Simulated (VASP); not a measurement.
Input of a VASP 6.6.1 run:

INCAR

```
SYSTEM = W
PREC = Accurate
ENCUT = 520
EDIFF = 1E-7
ISMEAR = -1
SIGMA = 0.06122561905347299
LREAL = .False.
LASPH = .True.
NELM = 80
ALGO = Normal
ISIF = 2
LWAVE = .False.
LCHARG = .False.
GGA = PE
NBANDS = 13
```

Contents of KPOINTS:

```
regular mesh
0
Gamma
  16 16 16
  0 0 0
```

POSCAR

```
W
1.0
   -1.5707222772      1.5707222772      1.5707222772
    1.5707222772     -1.5707222772      1.5707222772
    1.5707222772      1.5707222772     -1.5707222772
W
1
Direct
    0.0000000000      0.0000000000      0.0000000000
```

Potentials or basis: VASP PAW PBE potentials, release 64 (W_sv).

Command:

```console
$ cat potpaw_PBE.64/W_sv/POTCAR > POTCAR
$ mpirun -np 1 vasp_std > vasp.out
```

**Question.** What does it give for the band gap on the k mesh?

**Answer.** Zero (band 7 reaches 17.10 eV, above the bottom of band 8 at 10.51 eV).

**Question.** Predict the pressure.

**Answer.** 13.6 GPa.

Caveat: spin-orbit coupling is left out, which moves the levels of the heavy elements.
